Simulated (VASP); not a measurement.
The system is CdSe.

```xyz
2
Lattice="0.0000 3.0703 3.0703 3.0703 0.0000 3.0703 3.0703 3.0703 0.0000" Properties=species:S:1:pos:R:3 pbc="T T T"
Cd    0.0000    0.0000    0.0000
Se    1.5351    1.5351    1.5351
```

```yaml
Program: VASP 6.6.1
Task: relaxation of cell and atoms
Functional: LDA
Potentials_or_basis: VASP PAW LDA potentials, release 64 (Cd, Se)
Cutoff: 600 eV
k_mesh: 10 × 10 × 10
Occupations: gaussian, width 0.01 eV
Spin: no spin polarisation
```

At the start: pressure -2.9 GPa; volume 28.94 Å³/atom.

Problem. How do energy, volume and symmetry change on relaxing?

Solution. Over 3 steps the energy falls by 15.8 meV/atom and the volume is 27.31 Å³/atom (-5.6 %); space group F-43m (No. 216, to 0.1 Å) before and after.

Step by step:
| step | energy change (eV) | largest force (eV/Å) | pressure (GPa) | volume (Å³) |
| --- | --- | --- | --- | --- |
| 1 | 0.0000 | 0.0000 | -2.93 | 57.88 |
| 2 | -0.0277 | 0.0000 | 1.20 | 53.56 |
| 3 | -0.0316 | 0.0000 | 0.00 | 54.62 |

Final structure:
```
Cd Se
1.0
     0.00000    3.01137    3.01137
     3.01137    0.00000    3.01137
     3.01137    3.01137    0.00000
Cd Se
1 1
Direct
  0.00000 0.00000 0.00000
  0.25000 0.25000 0.25000
```
